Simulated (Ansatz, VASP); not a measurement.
Two plane-wave programs on MgO

```
Mg O
1.0
     0.00000    2.10685    2.10685
     2.10685    0.00000    2.10685
     2.10685    2.10685    0.00000
Mg O
1 1
Cartesian
  0.0000 0.0000 0.0000
  2.1068 2.1068 2.1068
```

Alike in both runs: functional PBEsol; k mesh 10 × 10 × 10; occupations gaussian, width 0.02 eV; no spin polarisation.

Ansatz relaxed the structure, and its values are those at the end. VASP's run is a single point on that final structure, the one shown.

```csv
,VASP,Ansatz
version,VASP 6.6.1,Ansatz 0.2.0
potentials or method,"VASP PAW PBE potentials, release 64 (Mg, O), cutoff 600 eV","scalar-relativistic, plane waves, PAW"
valence electrons in the cell,8,16
```

VASP gave:

```
gap on the k mesh at the Fermi level (eV) : 4.62
least direct gap on the mesh (eV)         : 4.62
pressure (GPa)                            : -0.7
```

Q: Which values does Ansatz return?

A: gap on the k mesh at the Fermi level (eV): 4.62; least direct gap on the mesh (eV): 4.62; pressure (GPa): 0.0.

VASP's potentials were made for PBE, not for PBEsol. VASP's potentials hold 8 valence electrons a cell and Ansatz's 16, so a difference there can come from the potentials and not from the codes.
